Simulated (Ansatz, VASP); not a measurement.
**Two plane-wave programs on C**

```
C
1.0
     0.00000    1.76607    1.76607
     1.76607    0.00000    1.76607
     1.76607    1.76607    0.00000
C
2
Cartesian
  0.0000 0.0000 0.0000
  0.8830 0.8830 0.8830
```

Alike in both runs: functional LDA; k mesh 10 × 10 × 10; occupations gaussian, width 0.1 eV; no spin polarisation.

Ansatz relaxed the structure, and its values are those at the end. VASP's run is a single point on that final structure, the one shown.

```csv
,VASP,Ansatz
version,VASP 6.6.1,Ansatz 0.2.0
potentials or method,"VASP PAW LDA potentials, release 64 (C), cutoff 600 eV","scalar-relativistic, plane waves, PAW"
valence electrons in the cell,8,8
```

```tsv
	VASP	Ansatz	Ansatz less VASP
gap on the k mesh at the Fermi level (eV)	4.20	4.21	+0.003
least direct gap on the mesh (eV)	5.63	5.62	-0.003
pressure (GPa)	0.7	-0.1	-0.83
```

LDA's correlation is that of Perdew and Zunger in VASP and of Perdew and Wang (1992) in Ansatz.
